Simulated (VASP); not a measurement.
VCuSi3:

```
V Si Cu
1.0
     4.05519    0.00000    0.00000
     0.00000    4.05519    0.00000
     0.00000    0.00000    4.05519
V Si Cu
1 3 1
Direct
  0.00000 0.00000 0.00000
  0.00000 0.50000 0.50000
  0.50000 0.00000 0.50000
  0.50000 0.50000 0.00000
  0.50000 0.50000 0.50000
```

| Quantity | Value |
| --- | --- |
| Program | VASP 6.6.1 |
| Task | relaxation of cell and atoms |
| Functional | PBE |
| Potentials or basis | VASP PAW PBE potentials, release 64 (V_sv, Si, Cu) |
| Cutoff | 600 eV |
| k mesh | 4 × 4 × 4 |
| Occupations | gaussian, width 0.1 eV |
| Spin | collinear spin, ferromagnetic start |
| Starting moments | [2.43, 0.0, 0.0, 0.0, 0.0] μB |

At the start: pressure 38.8 GPa; volume 13.34 Å³/atom.

Q: How do energy, volume and symmetry change on relaxing?

A: Over 5 steps the energy falls by 273.7 meV/atom and the volume is 17.09 Å³/atom (+28.1 %); space group Pm-3m (No. 221, to 0.1 Å) before and after; moment 0.00 μB per cell.

Step by step:
| step | energy change (eV) | largest force (eV/Å) | pressure (GPa) | volume (Å³) |
| --- | --- | --- | --- | --- |
| 1 | 0.0000 | 0.0000 | 38.84 | 66.69 |
| 2 | -1.6875 | 0.0000 | -7.50 | 103.01 |
| 3 | -1.3420 | 0.0000 | -2.74 | 88.46 |
| 4 | -1.3656 | 0.0000 | -0.95 | 86.43 |
| 5 | -1.3686 | 0.0000 | 0.02 | 85.43 |

Final structure:
```
CELL_PARAMETERS angstrom
4.40426 0.00000 0.00000
0.00000 4.40426 0.00000
0.00000 0.00000 4.40426
ATOMIC_POSITIONS crystal
V 0.00000 0.00000 0.00000
Si 0.00000 0.50000 0.50000
Si 0.50000 0.00000 0.50000
Si 0.50000 0.50000 0.00000
Cu 0.50000 0.50000 0.50000
```

Caveat: the k points lie up to 0.36 Å⁻¹ apart in the final cell, too coarse for converged energies and pressures of a metal; the volume moved by over 15 % at a fixed basis, so the end points are rough.
